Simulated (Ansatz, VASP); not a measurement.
# Rb: VASP beside Ansatz

File INCAR:

```
PREC = Accurate
ENCUT = 520
EDIFF = 1E-7
ISMEAR = -1
SIGMA = 0.1
LREAL = F
LASPH = T
NELM = 80
ALGO = Normal
ISIF = 2
LWAVE = F
LCHARG = F
GGA = PE
NBANDS = 26
```

KPOINTS

```
regular mesh
0
Gamma
  7 7 2
```

The input POSCAR:

```
Rb
1.0
    3.9981466362      0.0000000000      0.0000000000
   -1.9990733181      3.4624965550      0.0000000000
    0.0000000000      0.0000000000     13.2298921841
Rb
4
Direct
    0.0000000000      0.0000000000      0.0000000000
    0.0000000000      0.0000000000      0.5000000000
    0.3333333333      0.6666666667      0.2500000000
    0.6666666667      0.3333333333      0.7500000000
```

Input for Ansatz:

```yaml
crystal:
  lattice:
    - [3.9981466362, 0.0, 0.0]
    - [-1.9990733181, 3.462496555, 0.0]
    - [0.0, 0.0, 13.2298921841]
  atoms:
    - { symbol: Rb, position: [0.0, 0.0, 0.0] }
    - { symbol: Rb, position: [0.0, 0.0, 0.5] }
    - { symbol: Rb, position: [0.3333333333, 0.6666666667, 0.25] }
    - { symbol: Rb, position: [0.6666666667, 0.3333333333, 0.75] }
kpoints:
  mp_grid: { grid: [7, 7, 2] }
scf:
  occupations: { method: fermi_dirac, width: 0.1 }
hamiltonian:
  xc: pbe
  pseudopotentials: { kind: all_electron, lapw: { basis_error: 0.001 } }
output:
  forces: true
  stress: true
  eigenvalues: true
  populations: true
```

Change from the starting cell: volume scaled by 0.5, LAPW.

Alike in both runs: task single point; functional PBE; k mesh 7 × 7 × 2; occupations fermi-dirac, width 0.1 eV; no spin polarisation.

```csv
,VASP,Ansatz
version,VASP 6.6.1,Ansatz 0.2.0
potentials or method,"VASP PAW PBE potentials, release 64 (Rb_sv), cutoff 520 eV","all-electron LAPW, scalar-relativistic"
```

|  | VASP | Ansatz | Ansatz less VASP |
| --- | --- | --- | --- |
| pressure (GPa) | 6.4 | 6.4 | 0.00 |
| traceless stress, the component that is largest in VASP (GPa) | -0.16 | -0.16 | +0.001 |

Ansatz ran all-electron here, and VASP with PAW potentials.
